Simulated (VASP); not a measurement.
# Si (Fd-3m) in VASP: density of states with LDA

Aim: the density of states of Si with LDA.

Everything below comes from runs of VASP 6.6.1. Logs are shortened: lines on timing, memory, paths and dates and some standing lists are left out, and cuts for length are marked.

### 1 The cell of the first run

It takes space group Fd-3m (No. 227, cubic). Conventional cell: a = 5.402 Å, b = 5.402 Å, c = 5.402 Å, α = 90.00°, β = 90.00°, γ = 90.00°. Within 3.1 Å of Si (site symmetry -43m) lie 4 Si at 2.34 Å.

### 2 Density of states, LDA

The input, POSCAR:

```
Si
1.0
    0.0000000000      2.7009611371      2.7009611371
    2.7009611371      0.0000000000      2.7009611371
    2.7009611371      2.7009611371      0.0000000000
Si
2
Direct
    0.5000000000      0.5000000000      0.5000000000
    0.7500000000      0.7500000000      0.7500000000
```

The input, INCAR.step1:

```
SYSTEM = Si
ALGO     = Normal         ! electronic algorithm
EDIFF    = 1E-7           ! SCF threshold, eV
ENCUT    = 520            ! plane-wave cutoff, eV
GGA      = CA             ! functional
ISIF     = 2              ! what is computed and relaxed
ISMEAR   = 0              ! smearing method
LASPH    = .True.         ! aspherical terms in the spheres
LCHARG   = .True.         ! write CHGCAR
LREAL    = .False.        ! projectors in reciprocal space
LWAVE    = .False.        ! write WAVECAR
NBANDS   = 11             ! bands
NELM     = 60             ! most SCF steps
PREC     = Accurate       ! precision mode
SIGMA    = 0.05           ! smearing width, eV
```

The input, KPOINTS.step1:

```
k-points
0
Gamma
  14 14 14
  0 0 0
```

The input, INCAR.step2:

```
SYSTEM = Si
ALGO     = Normal         ! electronic algorithm
EDIFF    = 1E-7           ! SCF threshold, eV
ENCUT    = 520            ! plane-wave cutoff, eV
GGA      = CA             ! functional
ICHARG   = 11             ! starting density
ISIF     = 2              ! what is computed and relaxed
ISMEAR   = -5             ! smearing method
LASPH    = .True.         ! aspherical terms in the spheres
LCHARG   = .False.        ! write CHGCAR
LORBIT   = 11             ! projections on sites
LREAL    = .False.        ! projectors in reciprocal space
LWAVE    = .False.        ! write WAVECAR
NBANDS   = 11             ! bands
NEDOS    = 2001           ! points of the DOS
NELM     = 60             ! most SCF steps
PREC     = Accurate       ! precision mode
SIGMA    = 0.05           ! smearing width, eV
```

The input, KPOINTS.step2:

```
k-points
0
Gamma
  21 21 21
  0 0 0
```

Potentials or basis: VASP PAW LDA potentials, release 64 (Si).

Run with:

```bash
> cat potpaw_LDA.64/Si/POTCAR > POTCAR
> cp INCAR.step1 INCAR
> cp KPOINTS.step1 KPOINTS
> mpirun -np 1 vasp_std > vasp.out
> cp INCAR.step2 INCAR
> cp KPOINTS.step2 KPOINTS
> mpirun -np 1 vasp_std > vasp.out
```

OUTCAR:

```text
SYSTEM = Si
   EDIFF = 1E-7
   ENCUT = 520
   GGA = CA
   ICHARG = 11
   ISIF = 2
   ISMEAR = -5
   LASPH = .True.
   LORBIT = 11
   LREAL = .False.
   NELM = 60
   PREC = Accurate

 ion  position               nearest neighbor table
   1  0.500  0.500  0.500-   2 2.34   2 2.34   2 2.34   2 2.34
   2  0.750  0.750  0.750-   1 2.34   1 2.34   1 2.34   1 2.34

  LATTYP: Found a face centered cubic cell.
 ALAT       =     5.4019222742

  Lattice vectors:

 A1 = (   0.0000000000,   2.7009611371,   2.7009611371)
 A2 = (   2.7009611371,   0.0000000000,   2.7009611371)
 A3 = (   2.7009611371,   2.7009611371,   0.0000000000)

Analysis of symmetry for initial positions (statically):
=====================================================================
 Subroutine PRICEL returns:
 Original cell was already a primitive cell.

 Routine SETGRP: Setting up the symmetry group for a
 face centered cubic supercell.

 Subroutine GETGRP returns: Found 48 space group operations
 (whereof 24 operations were pure point group operations)
 out of a pool of 48 trial point group operations.

The static configuration has the point symmetry T_d .
 The point group associated with its full space group is O_h .

Analysis of symmetry for dynamics (positions and initial velocities):
=====================================================================
 Subroutine PRICEL returns:
 Original cell was already a primitive cell.

 Routine SETGRP: Setting up the symmetry group for a
 face centered cubic supercell.

 Subroutine GETGRP returns: Found 48 space group operations
 (whereof 24 operations were pure point group operations)
 out of a pool of 48 trial point group operations.

The dynamic configuration has the point symmetry T_d .
 The point group associated with its full space group is O_h .

 Subroutine INISYM returns: Found 48 space group operations
 (whereof 24 operations are pure point group operations),
 and found     1 'primitive' translations

----------------------------------------------------------------------------------------

                                     Primitive cell

  volume of cell :      39.4081

  direct lattice vectors                    reciprocal lattice vectors
     0.000000000  2.700961137  2.700961137    -0.185119287  0.185119287  0.185119287
     2.700961137  0.000000000  2.700961137     0.185119287 -0.185119287  0.185119287
     2.700961137  2.700961137  0.000000000     0.185119287  0.185119287 -0.185119287

  length of vectors
     3.819735872  3.819735872  3.819735872     0.320636011  0.320636011  0.320636011

  position of ions in fractional coordinates (direct lattice)
     0.500000000  0.500000000  0.500000000
     0.750000000  0.750000000  0.750000000

[... 92 lines left out ...]
   EFERMI =   0.00;   METHOD = LEGACY
   ISMEAR =    -5;   SIGMA  =   0.05  broadening in eV -4-tet -1-fermi 0-gaus
   EFERMI_NEDOS =   21; number of points for ismear=-14 and -15
   IALGO  =     38    algorithm
   IMIX   =      4    mixing-type and parameters
     AMIX     =   0.40;   BMIX     =  1.00
     AMIX_MAG =   1.60;   BMIX_MAG =  1.00
  volume/ion in A,a.u.               =      19.70       132.97
  Fermi-wavevector in a.u.,A,eV,Ry     =   0.962151  1.818201 12.595379  0.925734
  Thomas-Fermi vector in A             =   2.091585
   LORBIT       =     11    0 simple, 1 ext, 2 COOP (PROOUT), +10 PAW based schemes
   GGA     = CA    functional components
   LHFCALC =     F    Hartree Fock is set to
   AEXX    =    0.0000 exact exchange contribution
   IVDW    =     0    specifies the selected vdW correction
   LEPSILON=     F    determine dielectric tensor
   LRPA    =     F    only Hartree local field effects (RPA)
 non-spin polarized calculation
 Fermi weights with tetrahedron method with Bloechl corrections
  energy-cutoff  :      520.00
  volume of cell :       39.41
 maximum number of plane-waves:      1074

 number of electron       8.0000001 magnetization

 Free energy of the ion-electron system (eV)
  ---------------------------------------------------
  ext. energy  EPLUGINS =         0.00000000
  ---------------------------------------------------
  free energy    TOTEN  =       -11.91992021 eV

  energy without entropy =      -11.91992021  energy(sigma->0) =      -11.91992021

 E-fermi :   5.9341     XC(G=0):  -9.6658

 val. band max:        5.9330991151   @ k =   0.0000   0.0000   0.0000
 cond. band min:       6.3749441003   @ k =   0.4286   0.4286   0.0000
 fundamental gap:      0.4418449852
 Fermi energy:         5.9340754808

 k-point     1 :       0.0000    0.0000    0.0000
  band No.  band energies     occupation
      1      -6.1335      2.00000
      2       5.9331      2.00000
      3       5.9331      2.00000
      4       5.9331      2.00000
      5       8.4642      0.00000
      6       8.4642      0.00000
      7       8.4642      0.00000
      8       9.3255      0.00000
      9      13.6693      0.00000
     10      13.6693      0.00000
     11      13.6790      0.00000
[... 309 lines left out ...]
 k-point    24 :      -0.3810    0.0476    0.0000
  band No.  band energies     occupation
      1      -4.2180      2.00000
      2      -0.3631      2.00000
      3       4.4722      2.00000
      4       4.8473      2.00000
      5       7.7208      0.00000
      6       9.3082      0.00000
      7       9.3535      0.00000
      8      13.6336      0.00000
      9      14.3767      0.00000
     10      15.0418      0.00000
     11      16.3921      0.00000

 [... further k-points ...]
[... 5 lines left out ...]
  --------------------------------------------------------------------------------------
  -------------------------------------------------------------------------------------
  Total        0.0122783      0.0122783      0.0122783      0.0000000     -0.0000000      0.0000000
  in kB        0.4991874      0.4991874      0.4991874      0.0000000     -0.0000000      0.0000000
  external PRESSURE =       0.4991874 kB  Pullay stress =       0.0000000 kB

 VOLUME and BASIS-vectors are now :
 -----------------------------------------------------------------------------
  energy-cutoff  :      520.00
  volume of cell :       39.41
      direct lattice vectors                 reciprocal lattice vectors
     0.000000000  2.700961137  2.700961137    -0.185119287  0.185119287  0.185119287
     2.700961137  0.000000000  2.700961137     0.185119287 -0.185119287  0.185119287
     2.700961137  2.700961137  0.000000000     0.185119287  0.185119287 -0.185119287

 POSITION                                       TOTAL-FORCE (eV/Angst)
 -----------------------------------------------------------------------------------
      2.70096      2.70096      2.70096         0.000000      0.000000      0.000000
      4.05144      4.05144      4.05144        -0.000000     -0.000000     -0.000000
 -----------------------------------------------------------------------------------
    total drift:                                0.000000      0.000000     -0.000000

  FREE ENERGIE OF THE ION-ELECTRON SYSTEM (eV)
  ---------------------------------------------------
  free  energy   TOTEN  =       -11.9199202066 eV

  energy  without entropy=      -11.9199202066  energy(sigma->0) =      -11.91992021

 total charge

# of ion       s       p       d       tot
------------------------------------------
    1        0.759   0.957   0.000   1.716
    2        0.759   0.957   0.000   1.716
--------------------------------------------------
tot          1.518   1.915   0.000   3.433
```

OUTCAR.step1:

```text
SYSTEM = Si
   EDIFF = 1E-7
   ENCUT = 520
   GGA = CA
   ISIF = 2
   ISMEAR = 0
[... 560 lines left out ...]
      2.70096      2.70096      2.70096        -0.000000     -0.000000      0.000000
      4.05144      4.05144      4.05144         0.000000      0.000000     -0.000000
 -----------------------------------------------------------------------------------
    total drift:                                0.000000      0.000000     -0.000000

  FREE ENERGIE OF THE ION-ELECTRON SYSTEM (eV)
  ---------------------------------------------------
  free  energy   TOTEN  =       -11.9198816725 eV

  energy  without entropy=      -11.9198816725  energy(sigma->0) =      -11.91988167
```

It took 67 s on 1 thread of Intel Xeon 6975P-C, shared host; peak memory 0.2 GiB.

What came out:

```yaml
Valence_electrons_inside_the_program's_atomic_spheres: Si 1.72
```
